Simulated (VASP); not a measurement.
Runs of VASP 6.6.1 on CaSe. The structure is hexagonal, space group P6_3/mmc (No. 194). Conventional cell: a = 4.132 Å, b = 4.132 Å, c = 7.163 Å, α = 90.00°, β = 90.00°, γ = 120.00°. Within 3.9 Å of Ca (site symmetry -3m) lie 6 Se at 2.98 Å and 2 Ca at 3.58 Å. Se (site symmetry -6m2) has 6 Ca at 2.98 Å within 3.9 Å. 

```csv
level,potentials or basis,k mesh,gap on the mesh (eV),pressure (GPa)
PBE,"VASP PAW PBE potentials, release 64 (Ca_sv, Se)",6 × 6 × 4,2.19,0.8
PBE,"VASP PAW PBE potentials, release 64 (Ca_sv, Se)",6 × 6 × 2,2.19,0.8
LDA,"VASP PAW LDA potentials, release 64 (Ca_sv, Se)",6 × 6 × 2,(a),-3.2
r2SCAN,"VASP PAW PBE potentials, release 64 (Ca_sv, Se)",6 × 6 × 2,2.69,0.2
```

Alike in all rows: task single point; no spin polarisation; cell as given; cutoff (eV) 520; smearing gaussian 0.01 eV.

Problem. Fill in the values left out.

Solution. (a) 2.03.

Caveats: some runs use coarse meshes; the PAW data sets were made with another functional, which shifts forces and pressure a little (some runs).

A k mesh can miss the band edges, and the runs leave out spin-orbit coupling on Se.
